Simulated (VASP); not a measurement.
Input of a VASP 6.6.1 run:

The input INCAR:

```
SYSTEM = GaGe
PREC = Accurate
ENCUT = 520
EDIFF = 1E-7
ISMEAR = 0
SIGMA = 0.05
LREAL = .FALSE.
LASPH = .TRUE.
NELM = 100
ALGO = Normal
ISIF = 2
LWAVE = .FALSE.
LCHARG = .TRUE.
GGA = PE
LELF = .TRUE.
LVHAR = .TRUE.
NBANDS = 20
```

File KPOINTS:

```
regular mesh
0
G
  9 9 9
  0 0 0
```

POSCAR

```
GaGe
1.0
    0.0000000000      2.8978440000      2.8978440000
    2.8978440000      0.0000000000      2.8978440000
    2.8978440000      2.8978440000      0.0000000000
Ge Ga
1 1
Direct
    0.0000000000      0.0000000000      0.0000000000
    0.2500000000      0.2500000000      0.2500000000
```

Potentials or basis: VASP PAW PBE potentials, release 64 (Ge_d, Ga_d).

Launch:

```sh
$ cat potpaw_PBE.64/Ge_d/POTCAR potpaw_PBE.64/Ga_d/POTCAR > POTCAR
$ mpirun -np 1 vasp_std > vasp.out
```

Question: Predict the pressure.

Answer: 0.3 GPa.
